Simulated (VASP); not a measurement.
Sr: single point with LDA

Crystal: Sr.

```xyz
2
Lattice="3.8153 0.0000 0.0000 -1.9076 3.5528 0.0000 0.0000 0.0000 6.7154" Properties=species:S:1:pos:R:3 pbc="T T T"
Sr   -0.2170    2.3686    1.6789
Sr    2.1246    1.1843    5.0366
```

This cell differs from its parent crystal: atoms displaced along a vibrational mode, the cell strained.

| Property | Result |
| --- | --- |
| Program | VASP 6.6.1 |
| Task | single point |
| Functional | LDA |
| Potentials or basis | VASP PAW LDA potentials, release 64 (Sr_sv) |
| Cutoff | 520 eV |
| k mesh | 12 × 12 × 8 |
| Occupations | gaussian, width 0.15 eV |
| Spin | no spin polarisation |
| Dipole correction | no |
| Further INCAR settings | ALGO = Fast; EDIFF = 1e-06; NBANDS = 17 |

| Item | Value |
| --- | --- |
| Pressure | 1.0 GPa |
| Largest force | 0.166 eV/Å |
| Band gap on the k mesh | zero (bands 10 and 11 overlap by 0.47 eV) |

Forces on the atoms (eV/Å):
```
Sr   0.108  0.126  0.000
Sr  -0.108 -0.126  0.000
```

Stress tensor (GPa, compression positive):
```
2.16 0.64 0.00
0.64 0.32 0.00
0.00 0.00 0.42
```

Levels at points of the mesh, in eV from the Fermi level:
| k point | band 8 | band 9 | band 10 | band 11 | band 12 | band 13 |
| --- | --- | --- | --- | --- | --- | --- |
| (0.00, 0.00, 0.00) | -17.99 | -3.88 | -1.32 | 0.32 | 2.05 | 2.09 |
| (0.50, 0.00, 0.00) | -18.07 | -0.77 | -0.56 | 0.29 | 0.56 | 0.86 |
| (0.50, 0.50, 0.00) | -18.02 | -1.17 | -0.36 | -0.28 | 0.35 | 2.11 |
| (0.00, 0.50, 0.00) | -18.03 | -1.20 | -0.54 | -0.13 | 0.35 | 1.35 |
| (0.00, 0.00, 0.50) | -18.00 | -2.83 | -2.83 | 1.20 | 1.20 | 2.15 |
| (0.50, 0.00, 0.50) | -18.07 | -0.96 | -0.96 | 0.84 | 0.84 | 1.22 |
| (0.50, 0.50, 0.50) | -18.10 | -0.73 | -0.73 | 0.25 | 0.25 | 1.74 |
| (0.00, 0.50, 0.50) | -18.05 | -1.02 | -1.02 | 0.38 | 0.38 | 1.27 |

It took 3.9 min on 1 thread of AMD EPYC 9R45 96-Core Processor (Zen 5) (shared host), peak memory 0.51 GiB.

Caveat: the cell differs from its parent crystal (atoms displaced along a vibrational mode, the cell strained).
